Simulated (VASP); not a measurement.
Here is a VASP 6.6.1 calculation.

File POSCAR:

```
Au
1.0
    0.0000000000      2.1285755134      2.1285755134
    2.1285755134      0.0000000000      2.1285755134
    2.1285755134      2.1285755134      0.0000000000
Au
1
Direct
    0.0000000000      0.0000000000      0.0000000000
```

INCAR.step1

```
SYSTEM = Au
  PREC = Accurate
  ENCUT = 520
  ISMEAR = 0
  SIGMA = 0.1
  LREAL = .FALSE.
  LASPH = .TRUE.
  NELM = 60
  NBANDS = 12
  GGA = PE
  ALGO = Normal
  EDIFF = 1E-4
  LWAVE = .TRUE.
  LCHARG = .FALSE.
```

INCAR.step2

```
SYSTEM = Au
  PREC = Accurate
  ENCUT = 520
  EDIFF = 1E-7
  ISMEAR = 0
  SIGMA = 0.1
  LREAL = .FALSE.
  LASPH = .TRUE.
  NELM = 60
  ALGO = Normal
  ISIF = 2
  LWAVE = .FALSE.
  LCHARG = .FALSE.
  METAGGA = R2SCAN
  LMIXTAU = .TRUE.
  NBANDS = 12
  ISTART = 1
```

Contents of KPOINTS:

```
regular mesh
0
G
  18 18 18
  0 0 0
```

Potentials or basis: VASP PAW PBE potentials, release 64 (Au).

Command:

```bash
$ cat potpaw_PBE.64/Au/POTCAR > POTCAR
$ cp INCAR.step1 INCAR
$ mpirun -np 1 vasp_std > vasp.out
$ cp INCAR.step2 INCAR
$ mpirun -np 1 vasp_std > vasp.out
```

Question: Predict the band gap on the k mesh.

Answer: Zero (an odd number of electrons rules out a gap without spin polarisation).

Question: What does it give for the pressure?

Answer: -10.9 GPa.

Caveat: the cell stands under tension; the PAW data sets were made with another functional, which shifts forces and pressure a little; spin-orbit coupling is left out, which moves the levels of the heavy elements.
